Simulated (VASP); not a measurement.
Runs of VASP 6.6.1 on Mn. The structure is that of space group Pm-3m (No. 221), or close to it. The cells are those of the table. 

```csv
task,cell,k mesh,cutoff (eV),gap on the mesh (eV),pressure (GPa),moment (μB)
single point,"a = 3.276 Å, angles 60.0°, 2 atoms",13 × 13 × 13,520,none,0.5,0.00
single point,"a = 3.276 Å, angles 60.0°, 2 atoms",19 × 19 × 19,520,none,0.3,0.00
single point,"a = 3.319 Å, angles 60.0°, 2 atoms",13 × 13 × 13,520,none,(b),0.00
relaxation of cell and atoms,"relaxed from a = 3.299 Å, angles 60.0°, 2 atoms",12 × 12 × 12,600,none,0.0,0.00
single point,"a = 3.139 Å, angles 60.0°, 2 atoms",13 × 13 × 13,520,none,(a),0.00
single point,"a = 3.276 Å, angles 60.0°, 2 atoms",12 × 12 × 12,520,none,0.3,0.00
single point,"a = 3.231 Å, angles 60.0°, 2 atoms",13 × 13 × 13,520,none,6.2,0.00
single point,"a = 3.361 Å, angles 60.0°, 2 atoms",13 × 13 × 13,520,none,-7.6,0.00
```

Alike in all rows: level PBEsol; potentials or basis VASP PAW PBE potentials, release 64 (Mn_pv); spin collinear, antiferromagnetic start; smearing fermi-dirac 0.05 eV.

Problem. Fill in the values left out.

Solution. (a) 23.1; (b) -4.1.

Caveats: the PAW data sets were made with another functional, which shifts forces and pressure a little.

A gap of «none» marks levels without a gap at the run's occupations.
